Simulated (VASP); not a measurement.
The system is LiNbO3.

```xyz
10
Lattice="2.5973 1.4996 4.6724 -2.5973 1.4996 4.6724 0.0000 -2.9991 4.6724" Properties=species:S:1:pos:R:3 pbc="T T T"
Li    0.0000    0.0000   10.9755
Li    0.0000    0.0000    3.9669
Nb    0.0000    0.0000    7.0086
Nb    0.0000    2.9991    9.3448
O     1.0181   -1.3316    7.8917
O     0.6441    1.5475    7.8917
O    -0.6441   -1.4516    5.5555
O    -1.6623   -0.2159    7.8917
O     1.5792    0.1680    5.5555
O    -0.9350    1.2836    5.5555
```

* Program: VASP 6.6.1
* Task: relaxation of cell and atoms
* Functional: PBEsol
* Potentials or basis: VASP PAW PBE potentials, release 64 (Li_sv, Nb_sv, O)
* Cutoff: 600 eV
* k mesh: 6 × 6 × 6
* Occupations: fermi-dirac, width 0.03 eV
* Spin: no spin polarisation

At the start: pressure -6.8 GPa; volume 10.92 Å³/atom.

Task: How do energy, volume and symmetry change on relaxing?

Result: Over 12 steps the energy falls by 8.8 meV/atom and the volume is 10.48 Å³/atom (-4.0 %); space group R3c (No. 161, to 0.1 Å) before and after.

Step by step:
| step | energy change (eV) | largest force (eV/Å) | pressure (GPa) | volume (Å³) |
| --- | --- | --- | --- | --- |
| 1 | 0.0000 | 0.3310 | -6.83 | 109.19 |
| 2 | 0.0846 | 1.0319 | 10.27 | 102.00 |
| 3 | -0.0735 | 0.2787 | -0.50 | 106.18 |
| 4 | -0.0851 | 0.0670 | -0.19 | 105.43 |
| 5 | -0.0860 | 0.0491 | -0.03 | 105.15 |
| 6 | -0.0867 | 0.0369 | -0.02 | 105.08 |
| 7 | -0.0876 | 0.0281 | 0.02 | 104.92 |
| 8 | -0.0876 | 0.0275 | 0.03 | 104.88 |
| 9 | -0.0879 | 0.0173 | -0.12 | 104.88 |
| 10 | -0.0880 | 0.0190 | -0.18 | 104.87 |
| 11 | -0.0879 | 0.0178 | 0.28 | 104.66 |
| 12 | -0.0880 | 0.0076 | 0.01 | 104.78 |

Final structure:
```
Li Nb O
1.0
     2.56322    1.47988    4.60398
    -2.56322    1.47988    4.60398
     0.00000   -2.95976    4.60398
Li Nb O
2 2 6
Direct
  0.78203 0.78203 0.78203
  0.28203 0.28203 0.28203
  0.49907 0.49907 0.49907
  0.99907 0.99907 0.99907
  0.60994 0.21942 0.86154
  0.86154 0.60994 0.21942
  0.10994 0.36154 0.71942
  0.21942 0.86154 0.60994
  0.71942 0.10994 0.36154
  0.36154 0.71942 0.10994
```

Caveat: the cutoff is under 1.25 times the usual one of these potentials, so pressure, stress and relaxed cells hold a basis-set (Pulay) error; the PAW data sets were made with another functional, which shifts forces and pressure a little.
